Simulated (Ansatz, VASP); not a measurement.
## P in VASP and in Ansatz

```
P
1.0
     4.48655    0.00000    0.00000
     0.00000    4.48655    0.00000
     0.00000    0.00000    4.15910
P
1
Direct
  0.00000 0.00000 0.00000
```

Change from the starting cell: strain +0.050 along x and y, -0.050 along z, atoms carried along.

Alike in both runs: task single point; functional r2SCAN; k mesh 12 × 12 × 12; occupations gaussian, width 0.15 eV; no spin polarisation.

|  | VASP | Ansatz |
| --- | --- | --- |
| version | VASP 6.6.1 | Ansatz 0.2.0 |
| potentials or method | VASP PAW PBE potentials, release 64 (P), cutoff 520 eV | scalar-relativistic, plane waves, PAW |
| valence electrons in the cell | 5 | 5 |

```tsv
	VASP	Ansatz	Ansatz less VASP
gap on the k mesh at the Fermi level (eV)	none	none	-
pressure (GPa)	-3.6	-3.6	+0.01
traceless stress, the component that is largest in VASP (GPa)	-0.80	-0.81	-0.001
```

VASP's potentials were made for PBE, not for r2SCAN. A gap of «none» marks a metal or a gap that the smearing closes.
